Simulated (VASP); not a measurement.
Write the native input for VASP 6.6.1 that does the following.

* Task: single point
* Functional: PBE
* Dispersion: D3(BJ)
* Potentials or basis: VASP PAW PBE potentials, release 64 (O, H, C, N)
* Cutoff: 520 eV
* k mesh: 1 × 1 × 1
* Occupations: fermi-dirac, width 0.02 eV
* Spin: no spin polarisation
* Dipole correction: no
* Further INCAR settings: LREAL = Auto; ALGO = Normal; EDIFF = 1e-06; NBANDS = 39

The structure of H11C2NO4 lies in POSCAR:

```
H11C2NO4
1.0
    5.9154820000      0.0000000000      0.0000000000
    0.0000000000      5.9154820000      0.0000000000
    0.0000000000      0.0000000000      5.9154820000
O H C N
4 11 2 1
Direct
    0.5988184902      0.3769092696      0.8843911620
    0.0819544375      0.9257402863      0.8658973183
    0.7356627913      0.2782021820      0.4331008023
    0.0864173029      0.3672904423      0.1418312151
    0.4697672988      0.3804254666      0.9878823061
    0.5622534225      0.5218509667      0.7978386208
    0.2146739691      0.9323669652      0.7662604670
   -0.0446286541      0.9209900394      0.7631330803
    0.8565658724      0.3556430397      0.3618132893
    0.7343611222      0.2839160021      0.5990551573
    0.0608403508      0.4839166107      0.0279605280
    0.0355169706      0.2184944524      0.0807711020
    0.3547978001      0.5289847894      0.2976426942
    0.2150120650      0.7829793075      0.2587616698
    0.4723368273      0.7776542977      0.1290173818
    0.3868323832      0.7132470355      0.2857586246
    0.4911518622      0.7959959983      0.4904925752
    0.5692858164      0.8657282703      0.6545366886
```

One way to write it, as run:

INCAR

```
SYSTEM = H11C2NO4
PREC = Accurate
ENCUT = 520
EDIFF = 1E-6
ISMEAR = -1
SIGMA = 0.02
LREAL = Auto
LASPH = .True.
NELM = 60
ALGO = Normal
ISIF = 2
LWAVE = .False.
LCHARG = .True.
GGA = PE
IVDW = 12
LELF = .True.
LVHAR = .True.
NBANDS = 39
```

KPOINTS

```
Automatic mesh
0
Gamma
  1 1 1
  0 0 0
```

Potentials or basis: VASP PAW PBE potentials, release 64 (O, H, C, N).

The run is started by

```bash
$ cat potpaw_PBE.64/O/POTCAR potpaw_PBE.64/H/POTCAR potpaw_PBE.64/C/POTCAR potpaw_PBE.64/N/POTCAR > POTCAR
$ mpirun -np 1 vasp_gam > vasp.out
```

It gave:

- Pressure: -0.5 GPa
- Largest force: 2.479 eV/Å
- Band gap on the k mesh: 4.36 eV
- Dispersion energy per atom: -0.037 eV

Caveat: the k points lie up to 1.06 Å⁻¹ apart.

It used 67 s of CPU time on 1 thread of AMD EPYC 7R13 Processor (Zen 3), on a shared host.
